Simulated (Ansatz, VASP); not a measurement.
# GaN in VASP and in Ansatz

Contents of INCAR:

```
PREC     = Accurate       # precision mode
ENCUT    = 520            # plane-wave cutoff, eV
EDIFF    = 1E-6           # SCF threshold, eV
ISMEAR   = 0              # smearing method
SIGMA    = 0.05           # smearing width, eV
LREAL    = False          # projectors in reciprocal space
LASPH    = True           # aspherical terms in the spheres
NELM     = 100            # most SCF steps
ALGO     = Normal         # electronic algorithm
ISIF     = 2              # what is computed and relaxed
LWAVE    = False          # write WAVECAR
LCHARG   = False          # write CHGCAR
GGA      = RP             # functional
IVDW     = 13             # dispersion correction
NBANDS   = 16             # bands
```

Contents of KPOINTS:

```
regular mesh
0
Gamma
  10 10 10
```

POSCAR

```
GaN
1.0
    0.0000000000      2.0980439222      2.0980439222
    2.0980439222      0.0000000000      2.0980439222
    2.0980439222      2.0980439222      0.0000000000
Ga N
1 1
Direct
    0.5000000000      0.5000000000      0.5000000000
    0.0000000000      0.0000000000      0.0000000000
```

Input for Ansatz:

```yaml
crystal:
  lattice:
    - [0.0, 2.0980439222, 2.0980439222]
    - [2.0980439222, 0.0, 2.0980439222]
    - [2.0980439222, 2.0980439222, 0.0]
  atoms:
    - { symbol: Ga, position: [0.5, 0.5, 0.5] }
    - { symbol: "N", position: [0.0, 0.0, 0.0] }
basis:
  ecutwfc: 420
  ecutrho_ratio: 4
kpoints:
  mp_grid: { grid: [10, 10, 10] }
hamiltonian:
  xc: rpbe
  dispersion: d4
scf:
  occupations: { method: gaussian, width: 0.05 }
output:
  forces: true
  stress: true
  eigenvalues: true
```

Alike in both runs: task single point; functional RPBE; dispersion D4; k mesh 10 × 10 × 10; occupations gaussian, width 0.05 eV; no spin polarisation.

|  | VASP | Ansatz |
| --- | --- | --- |
| version | VASP 6.6.1 | Ansatz 0.2.0 |
| potentials or method | VASP PAW PBE potentials, release 64 (Ga_d, N), cutoff 520 eV | scalar-relativistic, plane waves, PAW |
| valence electrons in the cell | 18 | 18 |

```tsv
	VASP	Ansatz	Ansatz less VASP
gap on the k mesh at the Fermi level (eV)	0.86	0.87	+0.014
least direct gap on the mesh (eV)	3.04	3.03	-0.006
pressure (GPa)	0.9	0.0	-0.93
```

VASP's potentials were made for PBE, not for RPBE.
